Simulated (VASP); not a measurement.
The system is MoS.

```
CELL_PARAMETERS angstrom
3.81647 0.00000 0.00000
-1.90824 3.30516 0.00000
0.00000 0.00000 6.64479
ATOMIC_POSITIONS crystal
Mo 0.00000 0.00000 0.00000
Mo 0.00000 0.00000 0.50000
S 0.33333 0.66667 0.25000
S 0.66667 0.33333 0.75000
```

| Quantity | Value |
| --- | --- |
| Program | VASP 6.6.1 |
| Task | relaxation of cell and atoms |
| Functional | PBE |
| Potentials or basis | VASP PAW PBE potentials, release 64 (Mo_sv, S) |
| Cutoff | 600 eV |
| k mesh | 12 × 12 × 6 |
| Occupations | gaussian, width 0.1 eV |
| Spin | no spin polarisation |
| Hubbard terms | Mo d U = 4.38 eV |

At the start: pressure -18.3 GPa; volume 20.95 Å³/atom.

Question: How do energy, volume and symmetry change on relaxing?

Answer: Over 8 steps the energy falls by 474.6 meV/atom and the volume is 15.20 Å³/atom (-27.5 %); space group P6_3/mmc (No. 194, to 0.1 Å) before and after.

Step by step:
```tsv
step	energy change (eV)	largest force (eV/Å)	pressure (GPa)	volume (Å³)
1	0.0000	0.0000	-18.34	83.82
2	-1.5206	0.0000	13.42	57.95
3	-1.6903	0.0000	0.13	62.62
4	-1.8494	0.0000	0.17	61.49
5	-1.8930	0.0000	0.79	60.71
6	-1.8966	0.0000	1.22	60.37
7	-1.8940	0.0000	-1.84	61.52
8	-1.8983	0.0000	0.01	60.81
```

Final structure:
```
CELL_PARAMETERS angstrom
3.29569 0.00000 0.00000
-1.64785 2.85415 0.00000
0.00000 0.00000 6.46460
ATOMIC_POSITIONS crystal
Mo 0.00000 0.00000 0.00000
Mo 0.00000 0.00000 0.50000
S 0.33333 0.66667 0.25000
S 0.66667 0.33333 0.75000
```

Caveat: the volume moved by over 15 % at a fixed basis, so the end points are rough; U without spin polarisation on a metal has little footing.
